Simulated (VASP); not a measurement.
## CdF2: single point with PBEsol

Crystal: CdF2.

```
Cd F
1.0
     0.00000    2.68914    2.48207
     2.68914    0.00000    2.48207
     2.68914    2.68914    0.00000
Cd F
1 2
Direct
  0.00000 0.00000 0.00000
  0.25000 0.25000 0.25000
  0.75000 0.75000 0.75000
```

| Quantity | Value |
| --- | --- |
| Program | VASP 6.6.1 |
| Task | single point |
| Functional | PBEsol |
| Potentials or basis | VASP PAW PBE potentials, release 64 (Cd, F) |
| Cutoff | 520 eV |
| k mesh | 8 × 8 × 8 |
| Occupations | gaussian, width 0.05 eV |
| Spin | no spin polarisation |

```yaml
Pressure: 12.2 GPa
Band_gap_on_the_k_mesh: 3.00 eV (least direct gap 3.42 eV)
```

Stress tensor (GPa, compression positive):
```
 9.00  0.00  0.00
 0.00  9.00  0.00
 0.00  0.00 18.69
```

Levels at points of the mesh, in eV from the valence-band top:
```csv
k point,band 10,band 11,band 12,band 13,band 14,band 15,band 16,band 17
"(0.00, 0.00, 0.00)",-0.80,-0.71,-0.42,-0.42,3.00,12.67,12.83,12.83
"(0.50, 0.00, 0.00)",-2.44,-2.22,-0.47,-0.44,7.53,8.99,14.59,15.29
"(0.50, 0.50, 0.00)",-3.17,-0.41,-0.27,-0.27,8.15,9.68,11.88,14.44
"(0.50, 0.00, 0.50)",-3.39,-0.95,-0.30,-0.01,8.46,9.78,11.70,14.39
```

Run time: 64 s on 1 thread of Intel Xeon 8259CL, with other jobs on the host, peak memory 0.18 GiB.

Caveat: the cell stands under pressure; the PAW data sets were made with another functional, which shifts forces and pressure a little. A k mesh can miss the band edges.
